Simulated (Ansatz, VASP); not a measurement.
One calculation of ZnS, two programs

```
CELL_PARAMETERS angstrom
3.23851 0.00000 0.00000
0.00000 3.65552 0.00000
0.00000 0.00000 8.44614
ATOMIC_POSITIONS crystal
Zn 0.50000 0.50000 0.17805
Zn 0.50000 0.50000 0.82195
Zn 0.00000 0.00000 0.50000
S 0.50000 0.00000 0.32195
S 0.00000 0.50000 0.00000
S 0.50000 0.00000 0.67805
```

Alike in both runs: task single point; functional PBE; k mesh 6 × 6 × 2; occupations gaussian, width 0.1 eV; no spin polarisation.

|  | VASP | Ansatz |
| --- | --- | --- |
| version | VASP 6.6.1 | Ansatz 0.2.0 |
| potentials or method | VASP PAW PBE potentials, release 64 (Zn, S), cutoff 520 eV | scalar-relativistic, plane waves, PAW |
| valence electrons in the cell | 54 | 54 |

Ansatz gave:

- gap on the k mesh at the Fermi level (eV): none
- pressure (GPa): 26.2
- traceless stress, the component that is largest in VASP (GPa): -11.52
- rms of the force components (eV/Å): 0.337

Which values does VASP return?

gap on the k mesh at the Fermi level (eV): none; pressure (GPa): 26.5; traceless stress, the component that is largest in VASP (GPa): -11.65; rms of the force components (eV/Å): 0.341.

Atom by atom the forces differ by 0.004 eV/Å (rms over components). A gap of «none» marks a metal or a gap that the smearing closes.

The k mesh is coarse, so the values compare programs but aren't converged.
